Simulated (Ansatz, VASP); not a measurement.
LiH: VASP beside Ansatz

```
Li H
1.0
     1.82348    1.82348    0.00000
    -1.82348    1.82348    0.00000
     0.00000    1.82348    1.82348
Li H
1 1
Direct
  0.00000 0.00000 0.00000
  0.50000 0.50000 0.00000
```

Alike in both runs: task single point; functional PBEsol; k mesh 10 × 10 × 10; no spin polarisation.

|  | VASP | Ansatz |
| --- | --- | --- |
| version | VASP 6.6.1 | Ansatz 0.2.0 |
| potentials or method | VASP PAW PBE potentials, release 64 (Li_sv, H), cutoff 520 eV | all-electron LAPW, scalar-relativistic |
| occupations | gaussian, width 0.01 eV | fixed |

|  | VASP | Ansatz | Ansatz less VASP |
| --- | --- | --- | --- |
| gap on the k mesh at the Fermi level (eV) | 2.43 | 2.43 | +0.002 |

VASP's potentials were made for PBE, not for PBEsol. Ansatz ran all-electron here, and VASP with PAW potentials.

Noted on VASP's run: the cutoff is short for stress, so the pressure is rough.
